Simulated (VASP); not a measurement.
# BN (I-4m2) in VASP: notebook

BN is run at these levels: PBE; tasks: single point.

All numbers are computed with VASP 6.6.1; they aren't measurements. Logs are shortened: lines on timing, memory, paths and dates and some standing lists are left out, and cuts for length are marked.

## 1. The cell of the first run

Symmetry: I-4m2, No. 119, tetragonal system. The conventional cell has a = 2.461 Å, b = 2.461 Å, c = 3.625 Å, α = 90.00°, β = 90.00°, γ = 90.00°. Within 2.0 Å of B (site symmetry -4m2) lie 4 N at 1.53 Å. N (site symmetry -4m2) has 4 B at 1.53 Å within 2.0 Å.

## 2. Single point, PBE

Contents of INCAR:

```
SYSTEM = BN
  PREC = Accurate
  ENCUT = 520
  EDIFF = 1E-6
  ISMEAR = 0
  SIGMA = 0.05
  LREAL = .FALSE.
  LASPH = .TRUE.
  NELM = 60
  ALGO = Normal
  ISIF = 2
  LWAVE = .FALSE.
  LCHARG = .FALSE.
  GGA = PE
  NBANDS = 16
```

Contents of KPOINTS:

```
Automatic mesh
0
G
  6 6 6
  0 0 0
```

Contents of POSCAR:

```
BN
1.0
    0.0000000000     -1.8123937734     -1.7398980225
   -1.7398980225      0.0000000000     -1.7398980225
    1.7398980225      1.8123937734     -3.4797960449
B N
2 2
Direct
    0.0000000000      0.0000000000      0.0000000000
    0.5000000000      0.5000000000      0.5000000000
    0.3750000000      0.3750000000      0.8750000000
    0.8750000000      0.8750000000      0.3750000000
```

Potentials or basis: VASP PAW PBE potentials, release 64 (B, N).

Started as:

```sh
$ cat potpaw_PBE.64/B/POTCAR potpaw_PBE.64/N/POTCAR > POTCAR
$ mpirun -np 1 vasp_std > vasp.out
```

OUTCAR:

```text
SYSTEM = BN
   PREC = Accurate
   ENCUT = 520
   EDIFF = 1E-6
   ISMEAR = 0
   LREAL = .FALSE.
   LASPH = .TRUE.
   NELM = 60
   ISIF = 2
   GGA = PE

 ion  position               nearest neighbor table
   1  0.000  0.000  0.000-   4 1.53   3 1.53   3 1.53   3 1.53
   2  0.500  0.500  0.500-   3 1.53   4 1.53   4 1.53   4 1.53
   3  0.375  0.375  0.875-   2 1.53   1 1.53   1 1.53   1 1.53
   4  0.875  0.875  0.375-   1 1.53   2 1.53   2 1.53   2 1.53

  LATTYP: Found a base centered monoclinic cell.
 ALAT       =     4.3810472512
 B/A-ratio  =     0.5616436526
 C/A-ratio  =     1.0000000000
 COS(beta)  =    -0.3691128149

  Lattice vectors:

 A1 = (   1.7398980225,  -1.8123937734,   0.0000000000)
 A2 = (   0.0000000000,  -1.8123937734,  -1.7398980225)
 A3 = (   1.7398980225,   3.6247875468,  -1.7398980224)

Analysis of symmetry for initial positions (statically):
=====================================================================
 Subroutine PRICEL returns following result:

  LATTYP: Found a body centered tetragonal cell.
 ALAT       =     2.4605873805
 C/A-ratio  =     1.4731391275

  Lattice vectors:

 A1 = (   1.7398980225,  -1.8123937734,  -0.0000000000)
 A2 = (  -1.7398980225,  -1.8123937734,  -0.0000000001)
 A3 = (   0.0000000000,   1.8123937734,  -1.7398980224)

   2 primitive cells build up your supercell.

 Routine SETGRP: Setting up the symmetry group for a
 base centered monoclinic supercell.

 Subroutine GETGRP returns: Found  2 space group operations
 (whereof  2 operations were pure point group operations)
 out of a pool of  4 trial point group operations.

The static configuration has the point symmetry C_1h.

Analysis of symmetry for dynamics (positions and initial velocities):
=====================================================================
 Subroutine PRICEL returns following result:

  LATTYP: Found a body centered tetragonal cell.
 ALAT       =     2.4605873805
 C/A-ratio  =     1.4731391275

  Lattice vectors:

 A1 = (   1.7398980225,  -1.8123937734,  -0.0000000000)
 A2 = (  -1.7398980225,  -1.8123937734,  -0.0000000001)
 A3 = (   0.0000000000,   1.8123937734,  -1.7398980224)

   2 primitive cells build up your supercell.

 Routine SETGRP: Setting up the symmetry group for a
 base centered monoclinic supercell.

 Subroutine GETGRP returns: Found  2 space group operations
 (whereof  2 operations were pure point group operations)
 out of a pool of  4 trial point group operations.

The dynamic configuration has the point symmetry C_1h.

 Subroutine INISYM returns: Found  2 space group operations
 (whereof  2 operations are pure point group operations),
 and found     2 'primitive' translations

----------------------------------------------------------------------------------------

                                     Primitive cell

  volume of cell :      10.9731

  direct lattice vectors                    reciprocal lattice vectors
     1.739898022 -1.812393773 -0.000000000     0.287373164 -0.275878238 -0.287373164
    -1.739898022 -1.812393773 -0.000000000    -0.287373164 -0.275878238 -0.287373164
     0.000000000  1.812393773 -1.739898022     0.000000000  0.000000000 -0.574746328

  length of vectors
     2.512372647  2.512372647  2.512372647     0.491197998  0.491197998  0.574746328

  position of ions in fractional coordinates (direct lattice)
     0.000000000  0.000000000  0.000000000
     0.250000000  0.750000000  0.500000000

  ion indices of the primitive-cell ions
   primitive index   ion index
                 1           1
                 2           4

----------------------------------------------------------------------------------------

 KPOINTS: Automatic mesh

Automatic generation of k-mesh.
 Grid dimensions read from file:
 generate k-points for:    6    6    6

 Generating k-lattice:

  Cartesian coordinates                     Fractional coordinates (reciprocal lattice)
     0.023947764 -0.068969559 -0.023947764     0.166666667  0.000000000  0.000000000
    -0.071843291  0.022989853 -0.023947764     0.000000000  0.166666667  0.000000000
     0.023947764  0.022989853 -0.023947764     0.000000000  0.000000000  0.166666667

  Length of vectors
     0.076836130  0.079142196  0.040933166

  Shift w.r.t. Gamma in fractional coordinates (k-lattice)
     0.000000000  0.000000000  0.000000000

 Subroutine IBZKPT returns following result:
 ===========================================

 Found     68 irreducible k-points:

 Following reciprocal coordinates:
            Coordinates               Weight
  0.000000  0.000000  0.000000      1.000000
  0.166667  0.000000  0.000000      2.000000
  0.333333  0.000000  0.000000      2.000000
  0.500000  0.000000 -0.000000      1.000000
  0.000000  0.166667 -0.000000      4.000000
  0.166667  0.166667  0.000000      4.000000
[... 16 lines left out ...]
  0.333333  0.000000  0.166667      2.000000
  0.500000  0.000000  0.166667      2.000000
 [... further k-points ...]
   k-points           NKPTS =     68   k-points in BZ     NKDIM =     68   number of bands    NBANDS=     16
   number of dos      NEDOS =    301   number of ions     NIONS =      4
   total plane-waves  NPLWV =  11520
   dimension x,y,z NGX =    20 NGY =   18 NGZ =   32
   dimension x,y,z NGXF=    40 NGYF=   36 NGZF=   64
   ions per type =               2   2
   NGX,Y,Z   is equivalent  to a cutoff of  13.23, 12.16, 12.39 a.u.
   NGXF,Y,Z  is equivalent  to a cutoff of  26.47, 24.32, 24.79 a.u.
 SYSTEM =  BN
   PREC   = accura    normal or accurate (medium, high low for compatibility)
   ISTART =      0    job   : 0-new  1-cont  2-samecut
   ICHARG =      2    charge: 1-file 2-atom 10-const
   ISPIN  =      1    spin polarized calculation?
   LNONCOLLINEAR =      F non collinear calculations
   LSORBIT =      F    spin-orbit coupling
   LASPH  =      T    aspherical Exc in radial PAW
   ENCUT  =  520.0 eV  38.22 Ry    6.18 a.u.   4.67  4.58  7.98*2*pi/ulx,y,z
   NELM   =     60;   NELMIN=  2; NELMDL= -5     # of ELM steps
   EDIFF  = 0.1E-05   stopping-criterion for ELM
   LREAL  =      F    real-space projection
   EDIFFG = 0.1E-04   stopping-criterion for IOM
   NSW    =      0    number of steps for IOM
   IBRION =     -1    ionic relax: 0-MD 1-quasi-New 2-CG
   NFREE  =      0    steps in history (QN), initial steepest desc. (CG)
   ISIF   =      2    stress and relaxation
   ISYM   =      2    0-nonsym 1-usesym 2-fastsym
   POTIM  = 0.5000    time-step for ionic-motion
   TEBEG  =    0.0;   TEEND  =   0.0 temperature during run
   PSTRESS=    0.0 pullay stress
   NELECT =      16.0000    total number of electrons
   NUPDOWN=      -1.0000    fix difference up-down
   EMIN   =  10.00;   EMAX   =-10.00  energy-range for DOS
   EFERMI =   0.00;   METHOD = LEGACY
   ISMEAR =     0;   SIGMA  =   0.05  broadening in eV -4-tet -1-fermi 0-gaus
   EFERMI_NEDOS =   21; number of points for ismear=-14 and -15
   IALGO  =     38    algorithm
   IMIX   =      4    mixing-type and parameters
     AMIX     =   0.40;   BMIX     =  1.00
     AMIX_MAG =   1.60;   BMIX_MAG =  1.00
  volume/ion in A,a.u.               =       5.49        37.03
  Fermi-wavevector in a.u.,A,eV,Ry     =   1.473425  2.784370 29.538003  2.170982
  Thomas-Fermi vector in A             =   2.588320
   LORBIT       =      0    0 simple, 1 ext, 2 COOP (PROOUT), +10 PAW based schemes
   GGA     = PE    functional components
   LHFCALC =     F    Hartree Fock is set to
   AEXX    =    0.0000 exact exchange contribution
   IVDW    =     0    specifies the selected vdW correction
   LEPSILON=     F    determine dielectric tensor
   LRPA    =     F    only Hartree local field effects (RPA)
 non-spin polarized calculation
 Gauss-broadening in eV      SIGMA  =   0.05
  energy-cutoff  :      520.00
  volume of cell :       21.95
 maximum number of plane-waves:       604
   NGX =  9   NGY =  9   NGZ = 15

 number of electron      16.0000001 magnetization

 Free energy of the ion-electron system (eV)
  ---------------------------------------------------
  ext. energy  EPLUGINS =         0.00000000
  ---------------------------------------------------
  free energy    TOTEN  =       -34.64618913 eV

  energy without entropy =      -34.64618913  energy(sigma->0) =      -34.64618913

 E-fermi :   8.8316     XC(G=0): -13.1906

 val. band max:        8.4919007054   @ k =   0.0000   0.0000   0.0000
 cond. band min:      12.6300248943   @ k =   0.5000   0.5000  -0.0000
 fundamental gap:      4.1381241889
 Fermi energy:         8.8315561880

 k-point     1 :       0.0000    0.0000    0.0000
  band No.  band energies     occupation
      1     -12.7513      2.00000
      2      -8.1687      2.00000
      3      -3.0418      2.00000
      4       5.9138      2.00000
      5       6.6058      2.00000
      6       8.0383      2.00000
[... 8 lines left out ...]
     15      20.1202      0.00000
     16      24.3687      0.00000

 k-point     2 :       0.1667    0.0000    0.0000
  band No.  band energies     occupation
      1     -12.1250      2.00000
      2      -7.7752      2.00000
      3      -2.3593      2.00000
      4       3.5858      2.00000
      5       5.9123      2.00000
      6       5.9571      2.00000
[... 8 lines left out ...]
     15      21.3724      0.00000
     16      24.9416      0.00000

 k-point     3 :       0.3333    0.0000    0.0000
  band No.  band energies     occupation
      1     -10.3312      2.00000
      2      -6.9836      2.00000
      3      -0.6974      2.00000
      4       0.1641      2.00000
      5       2.0201      2.00000
      6       4.9907      2.00000
[... 8 lines left out ...]
     15      24.0489      0.00000
     16      25.2140      0.00000

 k-point     4 :       0.5000    0.0000   -0.0000
  band No.  band energies     occupation
      1      -7.8898      2.00000
      2      -7.8898      2.00000
      3      -0.8578      2.00000
      4      -0.8578      2.00000
      5       2.5334      2.00000
      6       2.5334      2.00000
[... 8 lines left out ...]
     15      23.8040      0.00000
     16      23.8040      0.00000

 k-point     5 :       0.0000    0.1667   -0.0000
  band No.  band energies     occupation
      1     -12.0843      2.00000
      2      -7.7865      2.00000
      3      -2.2725      2.00000
      4       4.1298      2.00000
      5       5.4186      2.00000
      6       5.9041      2.00000
[... 8 lines left out ...]
     15      22.0362      0.00000
     16      25.0310      0.00000

 k-point     6 :       0.1667    0.1667    0.0000
  band No.  band energies     occupation
      1     -12.0396      2.00000
      2      -7.9510      2.00000
      3      -2.0343      2.00000
      4       4.5297      2.00000
      5       5.1288      2.00000
      6       5.1662      2.00000
[... 8 lines left out ...]
     15      22.2830      0.00000
     16      24.1914      0.00000
[... 267 lines left out ...]
 k-point    21 :       0.0000    0.0000    0.1667
  band No.  band energies     occupation
      1     -12.5719      2.00000
      2      -8.8236      2.00000
      3      -2.0819      2.00000
      4       6.0280      2.00000
      5       6.6983      2.00000
      6       7.3281      2.00000
[... 8 lines left out ...]
     15      20.4159      0.00000
     16      24.2289      0.00000

 k-point    22 :       0.1667    0.0000    0.1667
  band No.  band energies     occupation
      1     -12.0396      2.00000
      2      -8.0842      2.00000
      3      -1.9306      2.00000
      4       4.0000      2.00000
      5       5.1662      2.00000
      6       5.6047      2.00000
[... 8 lines left out ...]
     15      21.7399      0.00000
     16      24.5606      0.00000

 k-point    23 :       0.3333    0.0000    0.1667
  band No.  band energies     occupation
      1     -10.3452      2.00000
      2      -6.9113      2.00000
      3      -0.7695      2.00000
      4       0.6158      2.00000
      5       1.0086      2.00000
      6       4.4068      2.00000
[... 8 lines left out ...]
     15      24.8786      0.00000
     16      25.6534      0.00000

 k-point    24 :       0.5000    0.0000    0.1667
  band No.  band energies     occupation
      1      -8.0842      2.00000
      2      -7.5677      2.00000
      3      -1.9307      2.00000
      4      -0.4294      2.00000
      5       2.0405      2.00000
      6       4.0000      2.00000
[... 8 lines left out ...]
     15      25.5119      0.00000
     16      25.6286      0.00000

 [... further k-points ...]
[... 5 lines left out ...]
  --------------------------------------------------------------------------------------
  -------------------------------------------------------------------------------------
  Total        6.1879289      2.2898870      6.1879289     -0.0061179      0.0061179      0.0070247
  in kB      451.7475007    167.1723692    451.7475007     -0.4466358      0.4466377      0.5128370
  external PRESSURE =     356.8891236 kB  Pullay stress =       0.0000000 kB

 VOLUME and BASIS-vectors are now :
 -----------------------------------------------------------------------------
  energy-cutoff  :      520.00
  volume of cell :       21.95
      direct lattice vectors                 reciprocal lattice vectors
     0.000000000 -1.812393773 -1.739898023     0.143686582 -0.413817356 -0.143686582
    -1.739898023  0.000000000 -1.739898023    -0.431059746  0.137939119 -0.143686582
     1.739898023  1.812393773 -3.479796045     0.143686582  0.137939119 -0.143686582

 POSITION                                       TOTAL-FORCE (eV/Angst)
 -----------------------------------------------------------------------------------
      0.00000      0.00000      0.00000        -0.002142     -0.002353      0.002142
      0.00000      0.00000     -3.47980        -0.002142     -0.002353      0.002142
      0.86995      0.90620     -4.34975         0.002142      0.002353     -0.002142
     -0.86995     -0.90620     -4.34975         0.002142      0.002353     -0.002142
 -----------------------------------------------------------------------------------
    total drift:                                0.000022     -0.000017     -0.000016

  FREE ENERGIE OF THE ION-ELECTRON SYSTEM (eV)
  ---------------------------------------------------
  free  energy   TOTEN  =       -34.6461891279 eV

  energy  without entropy=      -34.6461891279  energy(sigma->0) =      -34.64618913
```

Wall time 8.4 s (1 thread of Intel Xeon 6975P-C (Granite Rapids), shared host); peak memory 0.14 GiB.

What came out:

* Free energy: -34.6462 eV
* Pressure: 35.7 GPa
* Largest force: 0.004 eV/Å
* Band gap on the k mesh: 4.14 eV

Forces in eV/Å, atoms in the order of the input:
```
B   -0.002 -0.002  0.002
B   -0.002 -0.002  0.002
N    0.002  0.002 -0.002
N    0.002  0.002 -0.002
```

Caveat: the k points lie up to 0.50 Å⁻¹ apart. A k mesh can miss the band edges.

(Continued in part 2 of 3.)
